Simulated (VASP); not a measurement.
# HfO2 (P-3m1) in VASP: notebook

The runs below take HfO2 through relaxation of shape and atoms at fixed volume, with PBE.

Program: VASP 6.6.1. These are calculated values, not measurements. Logs are shortened: lines on timing, memory, paths and dates and some standing lists are left out, and cuts for length are marked.

## 1. The cell of the first run

Symmetry: P-3m1, No. 164, trigonal system. Conventional cell: a = 3.230 Å, b = 3.230 Å, c = 5.564 Å, α = 90.00°, β = 90.00°, γ = 120.00°. Within 2.8 Å of Hf (site symmetry -3m) lie 6 O at 2.10 Å. O (site symmetry 3m) has 3 Hf at 2.10 Å and 3 O at 2.68 Å within 2.8 Å.

## 2. Relaxation of shape and atoms at fixed volume, PBE (volume scaled by 0.980)

INCAR

```
PREC = Accurate
ENCUT = 600
EDIFF = 1E-7
ISMEAR = 0
SIGMA = 0.05
LREAL = F
LASPH = T
NELM = 100
ALGO = Normal
ISIF = 4
LWAVE = F
LCHARG = F
GGA = PE
IBRION = 2
NSW = 60
EDIFFG = -0.01
```

KPOINTS

```
regular mesh
0
Gamma
  12 12 6
```

POSCAR

```
HfO2
1.0
    3.2303836171      0.0000000000      0.0000000000
   -1.6151918086      2.7975942763      0.0000000000
    0.0000000000      0.0000000000      5.5641060112
Hf O
1 2
Direct
    0.0000000000      0.0000000000      0.0000000000
    0.3333333333      0.6666666667      0.1731211689
    0.6666666667      0.3333333333      0.8268788311
```

Potentials or basis: VASP PAW PBE potentials, release 64 (Hf_pv, O).

On the command line:

```bash
> cat potpaw_PBE.64/Hf_pv/POTCAR potpaw_PBE.64/O/POTCAR > POTCAR
> mpirun -np 1 vasp_std > vasp.out
```

OUTCAR:

```text
PREC = Accurate
   ENCUT = 600
   EDIFF = 1E-7
   ISMEAR = 0
   LREAL = F
   LASPH = T
   NELM = 100
   ISIF = 4
   GGA = PE
   IBRION = 2
   NSW = 60
   EDIFFG = -0.01

 ion  position               nearest neighbor table
   1  0.000  0.000  0.000-   2 2.10   3 2.10   2 2.10   3 2.10   3 2.10   2 2.10
   2  0.333  0.667  0.173-   1 2.10   1 2.10   1 2.10
   3  0.667  0.333  0.827-   1 2.10   1 2.10   1 2.10

  LATTYP: Found a hexagonal cell.
 ALAT       =     3.2303836171
 C/A-ratio  =     1.7224288725

  Lattice vectors:

 A1 = (   3.2303836171,   0.0000000000,   0.0000000000)
 A2 = (  -1.6151918086,   2.7975942763,   0.0000000000)
 A3 = (   0.0000000000,   0.0000000000,   5.5641060112)

Analysis of symmetry for initial positions (statically):
=====================================================================
 Subroutine PRICEL returns:
 Original cell was already a primitive cell.

 Routine SETGRP: Setting up the symmetry group for a
 hexagonal supercell.

 Subroutine GETGRP returns: Found 12 space group operations
 (whereof 12 operations were pure point group operations)
 out of a pool of 24 trial point group operations.

The static configuration has the point symmetry D_3d.

Analysis of symmetry for dynamics (positions and initial velocities):
=====================================================================
 Subroutine PRICEL returns:
 Original cell was already a primitive cell.

 Routine SETGRP: Setting up the symmetry group for a
 hexagonal supercell.

 Subroutine GETGRP returns: Found 12 space group operations
 (whereof 12 operations were pure point group operations)
 out of a pool of 24 trial point group operations.

The dynamic configuration has the point symmetry D_3d.

 Subroutine INISYM returns: Found 12 space group operations
 (whereof 12 operations are pure point group operations),
 and found     1 'primitive' translations

----------------------------------------------------------------------------------------

                                     Primitive cell

  volume of cell :      50.2845

  direct lattice vectors                    reciprocal lattice vectors
     3.230383617  0.000000000  0.000000000     0.309560758  0.178724987  0.000000000
    -1.615191809  2.797594276  0.000000000     0.000000000  0.357449974  0.000000000
     0.000000000  0.000000000  5.564106011     0.000000000  0.000000000  0.179723391

  length of vectors
     3.230383617  3.230383617  5.564106011     0.357449974  0.357449974  0.179723391

  position of ions in fractional coordinates (direct lattice)
     0.000000000  0.000000000  0.000000000
     0.333333333  0.666666667  0.173121169
     0.666666667  0.333333333  0.826878831

  ion indices of the primitive-cell ions
   primitive index   ion index
                 1           1
                 2           2
                 3           3

----------------------------------------------------------------------------------------

 KPOINTS: regular mesh

Automatic generation of k-mesh.
 Grid dimensions read from file:
 generate k-points for:   12   12    6

 Generating k-lattice:

  Cartesian coordinates                     Fractional coordinates (reciprocal lattice)
     0.025796730  0.014893749  0.000000000     0.083333333  0.000000000  0.000000000
     0.000000000  0.029787498  0.000000000     0.000000000  0.083333333  0.000000000
     0.000000000  0.000000000  0.029953898     0.000000000  0.000000000  0.166666667

  Length of vectors
     0.029787498  0.029787498  0.029953898

  Shift w.r.t. Gamma in fractional coordinates (k-lattice)
     0.000000000  0.000000000  0.000000000

 Subroutine IBZKPT returns following result:
 ===========================================

 Found    100 irreducible k-points:

 Following reciprocal coordinates:
            Coordinates               Weight
  0.000000  0.000000  0.000000      1.000000
  0.083333 -0.000000  0.000000      6.000000
  0.166667 -0.000000  0.000000      6.000000
  0.250000  0.000000  0.000000      6.000000
  0.333333 -0.000000  0.000000      6.000000
  0.416667  0.000000  0.000000      6.000000
[... 16 lines left out ...]
  0.166667 -0.000000  0.166667      6.000000
  0.000000  0.166667  0.166667      6.000000
 [... further k-points ...]
   k-points           NKPTS =    100   k-points in BZ     NKDIM =    100   number of bands    NBANDS=     15
   number of dos      NEDOS =    301   number of ions     NIONS =      3
   total plane-waves  NPLWV =  37632
   dimension x,y,z NGX =    28 NGY =   28 NGZ =   48
   dimension x,y,z NGXF=    56 NGYF=   56 NGZF=   96
   ions per type =               1   2
   NGX,Y,Z   is equivalent  to a cutoff of  14.41, 14.41, 14.34 a.u.
   NGXF,Y,Z  is equivalent  to a cutoff of  28.82, 28.82, 28.68 a.u.
 SYSTEM =  unknown system
   PREC   = accura    normal or accurate (medium, high low for compatibility)
   ISTART =      0    job   : 0-new  1-cont  2-samecut
   ICHARG =      2    charge: 1-file 2-atom 10-const
   ISPIN  =      1    spin polarized calculation?
   LNONCOLLINEAR =      F non collinear calculations
   LSORBIT =      F    spin-orbit coupling
   LASPH  =      T    aspherical Exc in radial PAW
   ENCUT  =  600.0 eV  44.10 Ry    6.64 a.u.   6.45  6.45 11.11*2*pi/ulx,y,z
   NELM   =    100;   NELMIN=  2; NELMDL= -5     # of ELM steps
   EDIFF  = 0.1E-06   stopping-criterion for ELM
   LREAL  =      F    real-space projection
   EDIFFG = -.1E-01   stopping-criterion for IOM
   NSW    =     60    number of steps for IOM
   IBRION =      2    ionic relax: 0-MD 1-quasi-New 2-CG
   NFREE  =      1    steps in history (QN), initial steepest desc. (CG)
   ISIF   =      4    stress and relaxation
   ISYM   =      2    0-nonsym 1-usesym 2-fastsym
   POTIM  = 0.5000    time-step for ionic-motion
   TEBEG  =    0.0;   TEEND  =   0.0 temperature during run
   PSTRESS=    0.0 pullay stress
   NELECT =      22.0000    total number of electrons
   NUPDOWN=      -1.0000    fix difference up-down
   EMIN   =  10.00;   EMAX   =-10.00  energy-range for DOS
   EFERMI =   0.00;   METHOD = LEGACY
   ISMEAR =     0;   SIGMA  =   0.05  broadening in eV -4-tet -1-fermi 0-gaus
   EFERMI_NEDOS =   21; number of points for ismear=-14 and -15
   IALGO  =     38    algorithm
   IMIX   =      4    mixing-type and parameters
     AMIX     =   0.40;   BMIX     =  1.00
     AMIX_MAG =   1.60;   BMIX_MAG =  1.00
  volume/ion in A,a.u.               =      16.76       113.11
  Fermi-wavevector in a.u.,A,eV,Ry     =   1.242809  2.348568 21.015201  1.544574
  Thomas-Fermi vector in A             =   2.377147
   LORBIT       =      0    0 simple, 1 ext, 2 COOP (PROOUT), +10 PAW based schemes
   GGA     = PE    functional components
   LHFCALC =     F    Hartree Fock is set to
   AEXX    =    0.0000 exact exchange contribution
   IVDW    =     0    specifies the selected vdW correction
   LEPSILON=     F    determine dielectric tensor
   LRPA    =     F    only Hartree local field effects (RPA)
 conjugate gradient relaxation of ions
 non-spin polarized calculation
 Gauss-broadening in eV      SIGMA  =   0.05
  energy-cutoff  :      600.00
  volume of cell :       50.28
 maximum number of plane-waves:      1708
 NGX is ok and might be reduce to    28
   NGX = 13   NGY = 13   NGZ = 23

--------------------------------------- Ionic step        1  -------------------------------------------

 number of electron      22.0000000 magnetization

 Free energy of the ion-electron system (eV)
  ---------------------------------------------------
  ext. energy  EPLUGINS =         0.00000000
  ---------------------------------------------------
  free energy    TOTEN  =       -29.84417677 eV

  energy without entropy =      -29.84417677  energy(sigma->0) =      -29.84417677

------------------------ aborting loop because EDIFF is reached ----------------------------------------

  FORCE on cell =-STRESS in cart. coord.  units (eV):
  Direction    XX          YY          ZZ          XY          YZ          ZX
  --------------------------------------------------------------------------------------
  -------------------------------------------------------------------------------------
  Total        0.3975376      0.3975376      0.1001763     -0.0000000      0.0000000      0.0000000
  in kB       12.6664407     12.6664407      3.1918431     -0.0000000      0.0000000      0.0000000
  external PRESSURE =       9.5082415 kB  Pullay stress =       0.0000000 kB

 VOLUME and BASIS-vectors are now :
 -----------------------------------------------------------------------------
  energy-cutoff  :      600.00
  volume of cell :       50.28
      direct lattice vectors                 reciprocal lattice vectors
     3.230383617  0.000000000  0.000000000     0.309560758  0.178724987  0.000000000
    -1.615191809  2.797594276  0.000000000     0.000000000  0.357449974  0.000000000
     0.000000000  0.000000000  5.564106011     0.000000000  0.000000000  0.179723391
[... 149 lines left out ...]
 POSITION                                       TOTAL-FORCE (eV/Angst)
 -----------------------------------------------------------------------------------
      0.00000     -0.00000      0.00000        -0.000000      0.000000     -0.000000
     -0.00000      1.86979      0.96496        -0.000000     -0.000000     -0.011197
      1.61929      0.93490      4.57102         0.000000      0.000000      0.011197
 -----------------------------------------------------------------------------------
    total drift:                                0.000000     -0.000000     -0.000000

  FREE ENERGIE OF THE ION-ELECTRON SYSTEM (eV)
  ---------------------------------------------------
  free  energy   TOTEN  =       -29.8455057372 eV

  energy  without entropy=      -29.8455057372  energy(sigma->0) =      -29.84550574

--------------------------------------- Ionic step        6  -------------------------------------------

 number of electron      22.0000000 magnetization

 Free energy of the ion-electron system (eV)
  ---------------------------------------------------
  ext. energy  EPLUGINS =         0.00000000
  ---------------------------------------------------
  free energy    TOTEN  =       -29.84552185 eV

  energy without entropy =      -29.84552185  energy(sigma->0) =      -29.84552185

 E-fermi :  -0.3486     XC(G=0):  -8.9199

 val. band max:       -0.6025236716   @ k =   0.1667   0.1667   0.0000
 cond. band min:       4.2230925849   @ k =   0.5000   0.0000   0.0000
 fundamental gap:      4.8256162565
 Fermi energy:        -0.3486147692

 k-point     1 :       0.0000    0.0000    0.0000
  band No.  band energies     occupation
      1     -29.6891      2.00000
      2     -29.2138      2.00000
      3     -29.2138      2.00000
      4     -17.7433      2.00000
      5     -15.8361      2.00000
      6      -4.2285      2.00000
      7      -4.2285      2.00000
      8      -3.9629      2.00000
      9      -1.0508      2.00000
     10      -0.8793      2.00000
     11      -0.8793      2.00000
     12       4.5435      0.00000
     13       4.5435      0.00000
     14       4.6627      0.00000
     15       7.0894      0.00000
[... 397 lines left out ...]
 k-point    24 :       0.0000    0.1667    0.1667
  band No.  band energies     occupation
      1     -29.6471      2.00000
      2     -29.4291      2.00000
      3     -29.2520      2.00000
      4     -17.3300      2.00000
      5     -16.0892      2.00000
      6      -4.1009      2.00000
      7      -3.9110      2.00000
      8      -3.5895      2.00000
      9      -1.8408      2.00000
     10      -1.2105      2.00000
     11      -0.8615      2.00000
     12       4.5169      0.00000
     13       5.1254      0.00000
     14       5.4581      0.00000
     15       7.0440      0.00000

 [... further k-points ...]
[... 5 lines left out ...]
  --------------------------------------------------------------------------------------
  -------------------------------------------------------------------------------------
  Total       -0.0529452     -0.0529452     -0.0599039      0.0000000      0.0000000      0.0000000
  in kB       -1.6869541     -1.6869541     -1.9086714      0.0000000      0.0000000      0.0000000
  external PRESSURE =      -1.7608599 kB  Pullay stress =       0.0000000 kB

 VOLUME and BASIS-vectors are now :
 -----------------------------------------------------------------------------
  energy-cutoff  :      600.00
  volume of cell :       50.28
      direct lattice vectors                 reciprocal lattice vectors
     3.239311592 -0.000000000  0.000000000     0.308707567  0.178232397 -0.000000000
    -1.619655796  2.805326129  0.000000000     0.000000000  0.356464794 -0.000000000
    -0.000000000  0.000000000  5.533477442    -0.000000000 -0.000000000  0.180718185

 POSITION                                       TOTAL-FORCE (eV/Angst)
 -----------------------------------------------------------------------------------
      3.23931     -0.00000      5.53348        -0.000000      0.000000      0.000000
     -0.00000      1.87022      0.96392        -0.000000      0.000000      0.001022
      1.61966      0.93511      4.56956         0.000000     -0.000000     -0.001022
 -----------------------------------------------------------------------------------
    total drift:                                0.000000      0.000000      0.000000

  FREE ENERGIE OF THE ION-ELECTRON SYSTEM (eV)
  ---------------------------------------------------
  free  energy   TOTEN  =       -29.8455218541 eV

  energy  without entropy=      -29.8455218541  energy(sigma->0) =      -29.84552185

 reached required accuracy - stopping structural energy minimisation
```

Run time: 10 min. Hardware: 1 thread of AMD EPYC 7R13, shared host; peak memory 0.23 GiB.

What came out:

* Free energy: -29.8455 eV
* Energy gained by relaxing: 0.4 meV/atom
* Ionic steps: 6
* Pressure after relaxing: -0.2 GPa
* Band gap on the k mesh: 4.83 eV, indirect (least direct gap 5.07 eV)

The path:
```csv
step,energy change (eV),largest force (eV/Å),pressure (GPa),volume (Å³)
1,0.0000,0.0861,0.95,50.28
2,-0.0011,0.0249,0.23,50.28
3,-0.0013,0.0177,-0.26,50.28
4,-0.0013,0.0132,-0.21,50.28
5,-0.0013,0.0112,-0.18,50.28
6,-0.0013,0.0010,-0.18,50.28
```

Final structure:
```xyz
3
Lattice="3.2393 0.0000 0.0000 -1.6197 2.8053 0.0000 0.0000 0.0000 5.5335" Properties=species:S:1:pos:R:3 pbc="T T T"
Hf    3.2393    0.0000    5.5335
O     0.0000    1.8702    0.9639
O     1.6197    0.9351    4.5696
```

Levels at points of the mesh, in eV from the valence-band top:
```
           k point  band 8  band 9  band 10  band 11  band 12  band 13  band 14  band 15
(0.00, 0.00, 0.00)   -3.36   -0.45    -0.28    -0.28     5.15     5.15     5.27     7.69
(0.50, 0.00, 0.00)   -1.78   -1.33    -1.02    -0.53     4.83     5.98     7.15     9.89
(0.00, 0.00, 0.50)   -3.10   -0.90    -0.28    -0.28     5.13     5.13     5.97     7.80
(0.50, 0.00, 0.50)   -1.88   -1.26    -1.00    -0.36     4.91     6.11     7.14     9.68
```

Caveat: the cell differs from its parent crystal (volume scaled by 0.980); spin-orbit coupling is left out, which moves the levels of the heavy elements. A k mesh can miss the band edges.

## 3. Relaxation of shape and atoms at fixed volume, PBE (volume scaled by 1.020)

INCAR

```
SYSTEM = HfO2
PREC = Accurate
ENCUT = 600
EDIFF = 1E-7
ISMEAR = 0
SIGMA = 0.05
LREAL = .False.
LASPH = .True.
NELM = 100
ALGO = Normal
ISIF = 4
LWAVE = .False.
LCHARG = .False.
GGA = PE
IBRION = 2
NSW = 60
EDIFFG = -0.01
```

KPOINTS

```
Automatic mesh
0
Gamma
  12 12 6
  0 0 0
```

POSCAR

```
HfO2
1.0
    3.2737496457      0.0000000000      0.0000000000
   -1.6368748229      2.8351503588      0.0000000000
    0.0000000000      0.0000000000      5.6388009110
Hf O
1 2
Direct
    0.0000000000      0.0000000000      0.0000000000
    0.3333333333      0.6666666667      0.1731211689
    0.6666666667      0.3333333333      0.8268788311
```

Potentials or basis: VASP PAW PBE potentials, release 64 (Hf_pv, O).

On the command line:

```bash
> cat potpaw_PBE.64/Hf_pv/POTCAR potpaw_PBE.64/O/POTCAR > POTCAR
> mpirun -np 1 vasp_std > vasp.out
```

It took 11 min on 1 thread of AMD EPYC 7R13, shared host; peak memory 0.23 GiB.

It converged, with:

```
Free energy                  : -29.8461 eV
Energy gained by relaxing    : 8.5 meV/atom
Ionic steps                  : 6
Pressure after relaxing      : -0.2 GPa
Largest force after relaxing : 0.005 eV/Å
Band gap on the k mesh       : 4.85 eV, indirect (least direct gap 5.09 eV)
```

Forces in eV/Å, atoms in the order of the input:
```
Hf   0.000  0.000  0.000
O    0.000  0.000  0.005
O    0.000  0.000 -0.005
```

The path:
| step | energy change (eV) | largest force (eV/Å) | pressure (GPa) | volume (Å³) |
| --- | --- | --- | --- | --- |
| 1 | 0.0000 | 0.4639 | -4.97 | 52.34 |
| 2 | -0.0214 | 0.1333 | -2.14 | 52.34 |
| 3 | -0.0248 | 0.0598 | -0.50 | 52.34 |
| 4 | -0.0248 | 0.0708 | -0.41 | 52.34 |
| 5 | -0.0256 | 0.0127 | -0.23 | 52.34 |
| 6 | -0.0256 | 0.0048 | -0.20 | 52.34 |

Final structure:
```
Hf O
1.0
     3.23971    0.00000    0.00000
    -1.61985    2.80567    0.00000
     0.00000    0.00000    5.75793
Hf O
1 2
Direct
  0.00000 0.00000 0.00000
  0.33333 0.66667 0.16735
  0.66667 0.33333 0.83265
```

Levels at points of the mesh, in eV from the valence-band top:
```csv
k point,band 8,band 9,band 10,band 11,band 12,band 13,band 14,band 15
"(0.00, 0.00, 0.00)",-3.32,-0.50,-0.27,-0.27,5.15,5.15,5.28,7.64
"(0.50, 0.00, 0.00)",-1.79,-1.31,-1.01,-0.49,4.85,5.99,7.15,9.88
"(0.00, 0.00, 0.50)",-3.13,-0.84,-0.28,-0.28,5.14,5.14,5.93,7.63
"(0.50, 0.00, 0.50)",-1.86,-1.27,-1.00,-0.37,4.90,6.10,7.15,9.68
```

Caveat: the cell differs from its parent crystal (volume scaled by 1.020); spin-orbit coupling is left out, which moves the levels of the heavy elements.

[end of part 1 of 2]
